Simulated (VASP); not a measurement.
# Si8S in VASP: single point with PBE+D3(BJ)

Aim: the single point of Si8S with PBE+D3(BJ).

Program: VASP 6.6.1. These are calculated values, not measurements. Logs are shortened: lines on timing, memory, paths and dates and some standing lists are left out, and cuts for length are marked.

**1. The cell of the first run**

The cell holds a slab with vacuum, 9 atoms: a = 3.816 Å, b = 6.313 Å, c = 21.232 Å, α = 90.00°, β = 90.00°, γ = 90.00°.

**2. Single point, PBE+D3(BJ), collinear spin**

File INCAR:

```
PREC = Accurate ; ENCUT = 520
EDIFF = 1E-7 ; ISMEAR = 0
SIGMA = 0.05 ; LREAL = False
LASPH = True ; NELM = 150
ALGO = Normal ; ISIF = 2
LWAVE = False ; LCHARG = True
ISPIN = 2 ; MAGMOM = 0 0 0 0 0 0 0 0 2
LORBIT = 11 ; LDIPOL = True
IDIPOL = 3 ; DIPOL = 0.5 0.5 0.313
GGA = PE ; IVDW = 12
LELF = True ; LVHAR = True
LVACPOTAV = True ; NBANDS = 33
```

File KPOINTS:

```
Automatic mesh
0
Gamma
  7 4 1
```

File POSCAR:

```
Si8S
1.0
    3.8155170197      0.0000000000      0.0000000000
    0.0000000000      6.3129357895      0.0000000000
    0.0000000000      0.0000000000     21.2318711397
Si S
8 1
Direct
    0.0000000000      0.9369021388      0.1883960191
    0.0000000000      0.5630978612      0.1883960191
    0.5000000000      0.4369021388      0.2402729771
    0.5000000000      0.0630978612      0.2402729771
    0.5000000000      0.9332664454      0.3446595292
    0.5000000000      0.5667335546      0.3446595292
    0.0000000000      0.4266292815      0.3877129380
    0.0000000000      0.0733707185      0.3877129380
    0.0000000000      0.7599626148      0.4913307485
```

Potentials or basis: VASP PAW PBE potentials, release 64 (Si, S).

Command:

```bash
$ cat potpaw_PBE.64/Si/POTCAR potpaw_PBE.64/S/POTCAR > POTCAR
$ mpirun -np 1 vasp_std > vasp.out
```

OUTCAR:

```text
PREC = Accurate
   ENCUT = 520
   EDIFF = 1E-7
   ISMEAR = 0
   LREAL = False
   LASPH = True
   NELM = 150
   ISIF = 2
   ISPIN = 2
   LORBIT = 11
   GGA = PE
   IVDW = 12
 IVDW          = 12

 ion  position               nearest neighbor table
   1  0.000  0.937  0.188-   4 2.34   4 2.34   2 2.36
   2  0.000  0.563  0.188-   3 2.34   3 2.34   1 2.36
   3  0.500  0.437  0.240-   2 2.34   2 2.34   4 2.36   6 2.36
   4  0.500  0.063  0.240-   1 2.34   1 2.34   3 2.36   5 2.36
   5  0.500  0.933  0.345-   8 2.29   8 2.29   6 2.31   4 2.36
   6  0.500  0.567  0.345-   7 2.29   7 2.29   5 2.31   3 2.36
   7  0.000  0.427  0.388-   8 2.23   6 2.29   6 2.29
   8  0.000  0.073  0.388-   7 2.23   5 2.29   5 2.29   9 2.96
   9  0.000  0.760  0.491-   8 2.96

  LATTYP: Found a simple orthorhombic cell.
 ALAT       =     3.8155170197
 B/A-ratio  =     1.6545426889
 C/A-ratio  =     5.5646118285

  Lattice vectors:

 A1 = (   3.8155170197,   0.0000000000,   0.0000000000)
 A2 = (   0.0000000000,   6.3129357895,   0.0000000000)
 A3 = (   0.0000000000,   0.0000000000,  21.2318711397)

Analysis of symmetry for initial positions (statically):
=====================================================================
 Subroutine PRICEL returns:
 Original cell was already a primitive cell.

 Routine SETGRP: Setting up the symmetry group for a
 simple orthorhombic supercell.

 Subroutine GETGRP returns: Found  2 space group operations
 (whereof  2 operations were pure point group operations)
 out of a pool of  8 trial point group operations.

The static configuration has the point symmetry C_1h.

Analysis of symmetry for dynamics (positions and initial velocities):
=====================================================================
 Subroutine PRICEL returns:
 Original cell was already a primitive cell.

 Routine SETGRP: Setting up the symmetry group for a
 simple orthorhombic supercell.

 Subroutine GETGRP returns: Found  2 space group operations
 (whereof  2 operations were pure point group operations)
 out of a pool of  8 trial point group operations.

The dynamic configuration has the point symmetry C_1h.

Analysis of structural, dynamic, and magnetic symmetry:
=====================================================================
 Subroutine PRICEL returns:
 Original cell was already a primitive cell.

 Routine SETGRP: Setting up the symmetry group for a
 simple orthorhombic supercell.

 Subroutine GETGRP returns: Found  2 space group operations
 (whereof  2 operations were pure point group operations)
 out of a pool of  8 trial point group operations.

The overall configuration has the point symmetry C_1h.

 Subroutine INISYM returns: Found  2 space group operations
 (whereof  2 operations are pure point group operations),
 and found     1 'primitive' translations

----------------------------------------------------------------------------------------

                                     Primitive cell

  volume of cell :     511.4145

  direct lattice vectors                    reciprocal lattice vectors
     3.815517020  0.000000000  0.000000000     0.262087679  0.000000000  0.000000000
     0.000000000  6.312935790  0.000000000     0.000000000  0.158404906  0.000000000
     0.000000000  0.000000000 21.231871140     0.000000000  0.000000000  0.047099005

  length of vectors
     3.815517020  6.312935790 21.231871140     0.262087679  0.158404906  0.047099005

  position of ions in fractional coordinates (direct lattice)
     0.000000000  0.936902139  0.188396019
     0.000000000  0.563097861  0.188396019
     0.500000000  0.436902139  0.240272977
     0.500000000  0.063097861  0.240272977
     0.500000000  0.933266445  0.344659529
     0.500000000  0.566733555  0.344659529
     0.000000000  0.426629281  0.387712938
     0.000000000  0.073370719  0.387712938
     0.000000000  0.759962615  0.491330748

  ion indices of the primitive-cell ions
   primitive index   ion index
                 1           1
                 2           2
                 3           3
                 4           4
                 5           5
                 6           6
                 7           7
                 8           8
[... 51 lines left out ...]
   PREC   = accura    normal or accurate (medium, high low for compatibility)
   ISTART =      0    job   : 0-new  1-cont  2-samecut
   ICHARG =      2    charge: 1-file 2-atom 10-const
   ISPIN  =      2    spin polarized calculation?
   LNONCOLLINEAR =      F non collinear calculations
   LSORBIT =      F    spin-orbit coupling
   LASPH  =      T    aspherical Exc in radial PAW
   ENCUT  =  520.0 eV  38.22 Ry    6.18 a.u.   7.09 11.74 39.48*2*pi/ulx,y,z
   NELM   =    150;   NELMIN=  2; NELMDL= -5     # of ELM steps
   EDIFF  = 0.1E-06   stopping-criterion for ELM
   LREAL  =      F    real-space projection
   EDIFFG = 0.1E-05   stopping-criterion for IOM
   NSW    =      0    number of steps for IOM
   IBRION =     -1    ionic relax: 0-MD 1-quasi-New 2-CG
   NFREE  =      0    steps in history (QN), initial steepest desc. (CG)
   ISIF   =      2    stress and relaxation
   ISYM   =      2    0-nonsym 1-usesym 2-fastsym
   POTIM  = 0.5000    time-step for ionic-motion
   TEBEG  =    0.0;   TEEND  =   0.0 temperature during run
   PSTRESS=    0.0 pullay stress
   NELECT =      38.0000    total number of electrons
   NUPDOWN=      -1.0000    fix difference up-down
   EMIN   =  10.00;   EMAX   =-10.00  energy-range for DOS
   EFERMI =   0.00;   METHOD = LEGACY
   ISMEAR =     0;   SIGMA  =   0.05  broadening in eV -4-tet -1-fermi 0-gaus
   EFERMI_NEDOS =   21; number of points for ismear=-14 and -15
   IALGO  =     38    algorithm
   IMIX   =      4    mixing-type and parameters
     AMIX     =   0.40;   BMIX     =  1.00
     AMIX_MAG =   1.60;   BMIX_MAG =  1.00
  volume/ion in A,a.u.               =      56.82       383.47
  Fermi-wavevector in a.u.,A,eV,Ry     =   0.688248  1.300600  6.444882  0.473685
  Thomas-Fermi vector in A             =   1.768994
   LORBIT       =     11    0 simple, 1 ext, 2 COOP (PROOUT), +10 PAW based schemes
   GGA     = PE    functional components
   LHFCALC =     F    Hartree Fock is set to
   AEXX    =    0.0000 exact exchange contribution
   IVDW    =    12    specifies the selected vdW correction
   LEPSILON=     F    determine dielectric tensor
   LRPA    =     F    only Hartree local field effects (RPA)
 spin polarized calculation
 Gauss-broadening in eV      SIGMA  =   0.05
  energy-cutoff  :      520.00
  volume of cell :      511.41
 maximum number of plane-waves:     13806
   NGX = 15   NGY = 23   NGZ = 79

 number of electron      38.0000000 magnetization       0.6429740

 dipolmoment           0.000000      0.000000      0.152070 electrons x Angstroem

 Free energy of the ion-electron system (eV)
  ---------------------------------------------------
  ext. energy  EPLUGINS =         0.00000000
  ---------------------------------------------------
  free energy    TOTEN  =       -42.63253073 eV

  energy without entropy =      -42.63093756  energy(sigma->0) =      -42.63173414

 E-fermi :  -1.5452     XC(G=0):  -4.1027

 val. band max:       -1.5765246337   @ k =   0.0000   0.5000   0.0000
 cond. band min:      -1.4907881665   @ k =   0.4286   0.2500   0.0000
 fundamental gap:      0.0857364671
 Fermi energy:        -1.5452374425

 spin component 1

 k-point     1 :       0.0000    0.0000    0.0000
  band No.  band energies     occupation
      1     -13.5130      1.00000
      2     -12.8358      1.00000
      3     -11.8486      1.00000
      4     -10.9245      1.00000
      5      -9.4608      1.00000
      6      -9.0584      1.00000
[... 397 lines left out ...]
     30       3.3304      0.00000
     31       3.4971      0.00000
 Fermi energy:        -1.5452374425

 spin component 2

 k-point     1 :       0.0000    0.0000    0.0000
  band No.  band energies     occupation
      1     -13.4300      1.00000
      2     -12.4207      1.00000
      3     -11.7802      1.00000
      4     -10.9213      1.00000
      5      -9.4520      1.00000
      6      -9.0588      1.00000
[... 397 lines left out ...]
     30       3.3424      0.00000
     31       3.4977      0.00000
 [bands above 31 left out]

------------------------ aborting loop because EDIFF is reached ----------------------------------------

 Edisp (eV)   -2.32218

 E8    (eV) :    -0.9953

  FORCE on cell =-STRESS in cart. coord.  units (eV):
  Direction    XX          YY          ZZ          XY          YZ          ZX
  --------------------------------------------------------------------------------------
  -------------------------------------------------------------------------------------
  Total       1.28486    -4.85058    -3.67336     0.00000     0.18231     0.00000
  in kB       4.02527   -15.19606   -11.50804     0.00000     0.57116     0.00000
  external pressure =       -7.56 kB  Pullay stress =        0.00 kB

 VOLUME and BASIS-vectors are now :
 -----------------------------------------------------------------------------
  energy-cutoff  :      520.00
  volume of cell :      511.41
      direct lattice vectors                 reciprocal lattice vectors
     3.815517020  0.000000000  0.000000000     0.262087679  0.000000000  0.000000000
     0.000000000  6.312935790  0.000000000     0.000000000  0.158404906  0.000000000
     0.000000000  0.000000000 21.231871140     0.000000000  0.000000000  0.047099005

 POSITION                                       TOTAL-FORCE (eV/Angst)
 -----------------------------------------------------------------------------------
      0.00000      5.91460      4.00000         0.000000     -0.764790      0.547568
      0.00000      3.55480      4.00000         0.000000      0.760635      0.528916
      1.90776      2.75814      5.10144         0.000000      0.018959     -0.653666
      1.90776      0.39833      5.10144         0.000000     -0.024614     -0.645250
      1.90776      5.89165      7.31777         0.000000      0.094147     -0.459859
      1.90776      3.57775      7.31777         0.000000     -0.092798     -0.393282
      0.00000      2.69328      8.23187         0.000000      2.108802      1.344430
      0.00000      0.46318      8.23187         0.000000     -2.167851      1.517932
      0.00000      4.79760     10.43187         0.000000      0.067511     -1.786789
 -----------------------------------------------------------------------------------
    total drift:                               -0.000000      0.000039     -0.000235

  FREE ENERGIE OF THE ION-ELECTRON SYSTEM (eV)
  ---------------------------------------------------
  free  energy   TOTEN  =       -44.9547154192 eV

  energy  without entropy=      -44.9531222439  energy(sigma->0) =      -44.95391883

 vacuum level on the upper side and lower side of the slab         4.504         3.361

 total charge

# of ion       s       p       d       tot
------------------------------------------
    1        0.790   0.852   0.000   1.642
    2        0.790   0.852   0.000   1.642
    3        0.759   0.914   0.000   1.673
    4        0.759   0.915   0.000   1.674
    5        0.757   0.948   0.000   1.706
    6        0.757   0.948   0.000   1.705
    7        0.780   0.880   0.000   1.660
    8        0.777   0.881   0.000   1.658
    9        1.390   2.116   0.000   3.505
--------------------------------------------------
tot          7.559   9.307   0.000  16.866

 magnetization (x)

# of ion       s       p       d       tot
------------------------------------------
    1        0.005   0.011   0.000   0.017
    2        0.004   0.001   0.000   0.005
    3        0.000   0.000   0.000   0.001
    4        0.000   0.001   0.000   0.001
    5       -0.000   0.002   0.000   0.002
    6       -0.001   0.000   0.000  -0.000
    7        0.001  -0.007   0.000  -0.005
    8        0.001  -0.007   0.000  -0.006
    9        0.009   0.358   0.000   0.367
--------------------------------------------------
tot          0.020   0.360   0.000   0.380
```

Wall time 25 min (1 thread of Intel Xeon 8259CL, shared host); peak memory 0.82 GiB.

Results:

- Free energy: -44.9547 eV
- Largest force: 2.646 eV/Å
- Net moment: 0.64 μB per cell
- Site moments: Si +0.02, +0.01, +0.00, -0.00, -0.01 (each value once); S +0.37 μB
- Valence electrons inside the program's atomic spheres: Si 1.64, 1.67, 1.71, 1.66 (each value once); S 3.50
- Dispersion energy per atom: -0.258 eV

Forces on the atoms (eV/Å):
```
Si   0.000 -0.765  0.548
Si   0.000  0.761  0.529
Si   0.000  0.019 -0.654
Si   0.000 -0.025 -0.645
Si   0.000  0.094 -0.460
Si   0.000 -0.093 -0.393
Si   0.000  2.109  1.344
Si   0.000 -2.168  1.518
S    0.000  0.068 -1.787
```

Caveat: a moment this small can come from the mesh or the smearing.
